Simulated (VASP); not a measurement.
Write the native input for VASP 6.6.1 that does the following.

| Property | Result |
| --- | --- |
| Task | single point |
| Functional | PBE |
| Potentials or basis | VASP PAW PBE potentials, release 64 (Dy_3, Ge_d, P), 4f in core |
| Cutoff | 500 eV |
| k mesh | 4 × 4 × 4 |
| Occupations | gaussian, width 0.1 eV |
| Spin | no spin polarisation |
| Dipole correction | no |
| Further INCAR settings | ALGO = Normal; EDIFF = 1e-06; NBANDS = 36 |

The structure of DyGe3P lies in POSCAR:

```
DyGe3P
1.0
    4.2504558100      0.0000000000      0.0000000000
    0.0000000000      4.2504558100      0.0000000000
    0.0000000000      0.0000000000      5.3874331000
Dy Ge P
1 3 1
Direct
    0.0000000000      0.0000000000      0.0000000000
    0.5000000000      0.5000000000      0.1201000000
    0.0000000000      0.5000000000      0.5209000100
    0.5000000000      0.0000000000      0.5209000100
    0.5000000000      0.5000000000      0.6800000100
```

The cell was generated, and may not be a known phase.

These files were run (other wordings do the same):

INCAR

```
SYSTEM = DyGe3P
ALGO = Normal ; EDIFF = 1E-6
ENCUT = 500 ; GGA = PE
GGA_COMPAT = .False. ; ISIF = 2
ISMEAR = 0 ; LASPH = .True.
LCHARG = .True. ; LELF = .True.
LMAXMIX = 6 ; LREAL = .False.
LVHAR = .True. ; LWAVE = .False.
NBANDS = 36 ; NELM = 200
PREC = Accurate ; SIGMA = 0.1
```

KPOINTS

```
k-points
0
Gamma
  4 4 4
  0 0 0
```

Potentials or basis: VASP PAW PBE potentials, release 64 (Dy_3, Ge_d, P), 4f in core.

Command:

```console
$ cat potpaw_PBE.64/Dy_3/POTCAR potpaw_PBE.64/Ge_d/POTCAR potpaw_PBE.64/P/POTCAR > POTCAR
$ mpirun -np 1 vasp_std > vasp.out
```

It gave:

| Property | Result |
| --- | --- |
| Pressure | 10.3 GPa |
| Largest force | 2.375 eV/Å |
| Band gap on the k mesh | zero (bands 28 and 29 overlap by 1.67 eV) |

Caveat: the k points lie up to 0.37 Å⁻¹ apart, too coarse for converged energies and pressures of a metal; spin-orbit coupling is left out, which moves the levels of the heavy elements; the 4f electrons are frozen in the core, so they carry no moment and show no levels; forces of over 1 eV/Å act on the atoms, so gaps and moduli don't describe the material at rest.

It took 26 s on 1 thread of Intel(R) Xeon(R) 6975P-C (Granite Rapids), on a shared host, peak memory 0.23 GiB.
